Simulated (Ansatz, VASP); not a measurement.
## GaAs in VASP and in Ansatz

```
Ga As
1.0
     0.00000    2.80154    2.80154
     2.80154    0.00000    2.80154
     2.80154    2.80154    0.00000
Ga As
1 1
Cartesian
  0.0000 0.0000 0.0000
  4.2023 4.2023 4.2023
```

Alike in both runs: functional LDA; k mesh 12 × 12 × 12; no spin polarisation.

Ansatz relaxed the structure, and its values are those at the end. VASP's run is a single point on that final structure, the one shown.

|  | VASP | Ansatz |
| --- | --- | --- |
| version | VASP 6.6.1 | Ansatz 0.2.0 |
| potentials or method | VASP PAW LDA potentials, release 64 (Ga_d, As), cutoff 520 eV | scalar-relativistic, plane waves, PAW |
| occupations | gaussian, width 0.01 eV | fixed |
| valence electrons in the cell | 18 | 28 |

|  | VASP | Ansatz | Ansatz less VASP |
| --- | --- | --- | --- |
| gap on the k mesh at the Fermi level (eV) | 0.54 | 0.49 | -0.045 |
| least direct gap on the mesh (eV) | 0.54 | 0.49 | -0.045 |
| pressure (GPa) | 0.3 | 0.0 | -0.32 |

Ansatz warns that its potentials were made for another functional, while VASP's fit it. LDA's correlation is that of Perdew and Zunger in VASP and of Perdew and Wang (1992) in Ansatz. VASP's potentials hold 18 valence electrons a cell and Ansatz's 28, so a difference there can come from the potentials and not from the codes.
